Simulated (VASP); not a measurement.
Here is a VASP 6.6.1 calculation.

The input INCAR:

```
SYSTEM = As
PREC = Accurate
ENCUT = 520
EDIFF = 1E-6
ISMEAR = 0
SIGMA = 0.05
LREAL = .FALSE.
LASPH = .TRUE.
NELM = 100
ALGO = Normal
ISIF = 2
LWAVE = .FALSE.
LCHARG = .FALSE.
LDIPOL = .TRUE.
IDIPOL = 3
DIPOL = 0.5 0.5 0.407
GGA = PE
IVDW = 12
NBANDS = 18
```

KPOINTS

```
regular mesh
0
G
  9 9 1
  0 0 0
```

Contents of POSCAR:

```
As
1.0
    3.5713380906      0.0000000000      0.0000000000
   -1.7856690453      3.0928695120      0.0000000000
    0.0000000000      0.0000000000     20.2952802043
As
4
Direct
    0.3333333333      0.6666666667      0.2905917062
    0.6666666667      0.3333333333      0.2217264287
    0.6666666667      0.3333333333      0.5920233711
    0.3333333333      0.6666666667      0.5231580937
```

Potentials or basis: VASP PAW PBE potentials, release 64 (As).

The run is started by

```sh
$ cat potpaw_PBE.64/As/POTCAR > POTCAR
$ mpirun -np 1 vasp_std > vasp.out
```

(1) Predict the band gap on the k mesh.

(2) What does it give for the largest force?

(3) Estimate the dispersion energy per atom.

Results:

(1) 1.43 eV, indirect (least direct gap 1.94 eV).

(2) 0.138 eV/Å.

(3) -0.235 eV.
